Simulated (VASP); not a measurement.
Pt, 1 atom in the cell. Symmetry: R-3m, No. 166, trigonal system. Conventional cell: a = 3.918 Å, b = 3.918 Å, c = 3.568 Å, α = 90.00°, β = 90.00°, γ = 120.00°. Within 3.4 Å of Pt (site symmetry -3m) lie 12 Pt at 2.56 to 3.28 Å. 

| Property | Result |
| --- | --- |
| Program | VASP 6.6.1 |
| Task | single point |
| Functional | PBEsol |
| Potentials or basis | VASP PAW PBE potentials, release 64 (Pt) |
| Cutoff | 520 eV |
| k mesh | 22 × 22 × 22 |
| Occupations | gaussian, width 0.15 eV |
| Spin | no spin polarisation |
| Dipole correction | no |
| Further INCAR settings | ALGO = Fast; EDIFF = 1e-06; NBANDS = 11 |

Potentials or basis: VASP PAW PBE potentials, release 64 (Pt).

Launch:

```sh
$ cat potpaw_PBE.64/Pt/POTCAR > POTCAR
$ mpirun -np 1 vasp_std > vasp.out
```

Hardware: 1 thread of Intel(R) Xeon(R) 6975P-C (Granite Rapids) (shared host).

Task: How long does it take, and how much memory?

Result: Run time: 61 s on 1 thread of Intel(R) Xeon(R) 6975P-C (Granite Rapids), with other jobs on the host, peak memory 0.28 GiB. Counts: scf iterations 13, k points 1024.
